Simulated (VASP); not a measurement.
Set up this calculation in VASP 6.6.1, as the native input.

```
Task                   : single point
Functional             : r2SCAN
Potentials or basis    : VASP PAW PBE potentials, release 64 (Al, Cu)
Cutoff                 : 520 eV
k mesh                 : 16 × 16 × 6
Occupations            : gaussian, width 0.1 eV
Spin                   : no spin polarisation
Dipole correction      : no
Further INCAR settings : ALGO = Normal; EDIFF = 1e-07; NBANDS = 18
```

Al3Cu:

```
Al Cu
1.0
     2.77841    0.00000    0.00000
     0.00000    2.77841    0.00000
     0.00000    0.00000    7.51340
Al Cu
3 1
Direct
  0.00000 0.00000 0.50000
  0.50000 0.50000 0.22612
  0.50000 0.50000 0.77388
  0.00000 0.00000 0.00000
```

These files were run (other wordings do the same):

POSCAR

```
Al3Cu
1.0
    2.7784054294      0.0000000000      0.0000000000
    0.0000000000      2.7784054294      0.0000000000
    0.0000000000      0.0000000000      7.5134034100
Al Cu
3 1
Direct
    0.0000000000      0.0000000000      0.5000000000
    0.5000000000      0.5000000000      0.2261155100
    0.5000000000      0.5000000000      0.7738844900
    0.0000000000      0.0000000000      0.0000000000
```

INCAR.step1

```
SYSTEM = Al3Cu
ALGO     = Normal         ! electronic algorithm
EDIFF    = 1E-4           ! SCF threshold, eV
ENCUT    = 520            ! plane-wave cutoff, eV
GGA      = PE             ! functional
ISMEAR   = 0              ! smearing method
LASPH    = .TRUE.         ! aspherical terms in the spheres
LCHARG   = .FALSE.        ! write CHGCAR
LREAL    = .FALSE.        ! projectors in reciprocal space
LWAVE    = .TRUE.         ! write WAVECAR
NBANDS   = 18             ! bands
NELM     = 60             ! most SCF steps
PREC     = Accurate       ! precision mode
SIGMA    = 0.1            ! smearing width, eV
```

INCAR.step2

```
SYSTEM = Al3Cu
ALGO     = Normal         ! electronic algorithm
EDIFF    = 1E-7           ! SCF threshold, eV
ENCUT    = 520            ! plane-wave cutoff, eV
ISIF     = 2              ! what is computed and relaxed
ISMEAR   = 0              ! smearing method
ISTART   = 1            
LASPH    = .TRUE.         ! aspherical terms in the spheres
LCHARG   = .FALSE.        ! write CHGCAR
LMIXTAU  = .TRUE.       
LREAL    = .FALSE.        ! projectors in reciprocal space
LWAVE    = .FALSE.        ! write WAVECAR
METAGGA  = R2SCAN         ! meta-GGA
NBANDS   = 18             ! bands
NELM     = 60             ! most SCF steps
PREC     = Accurate       ! precision mode
SIGMA    = 0.1            ! smearing width, eV
```

KPOINTS

```
k-points
0
G
  16 16 6
  0 0 0
```

Potentials or basis: VASP PAW PBE potentials, release 64 (Al, Cu).

Run with:

```bash
$ cat potpaw_PBE.64/Al/POTCAR potpaw_PBE.64/Cu/POTCAR > POTCAR
$ cp INCAR.step1 INCAR
$ mpirun -np 1 vasp_std > vasp.out
$ cp INCAR.step2 INCAR
$ mpirun -np 1 vasp_std > vasp.out
```

Results of the run:

```
Pressure               : 0.3 GPa
Largest force          : 0.134 eV/Å
Band gap on the k mesh : zero (bands 10 and 11 overlap by 6.62 eV)
```

Caveat: the PAW data sets were made with another functional, which shifts forces and pressure a little.

It took 11 min on 1 thread of Intel(R) Xeon(R) Platinum 8259CL CPU @ 2.50GHz (Skylake/Cascade Lake), with other jobs on the host, peak memory 0.3 GiB.
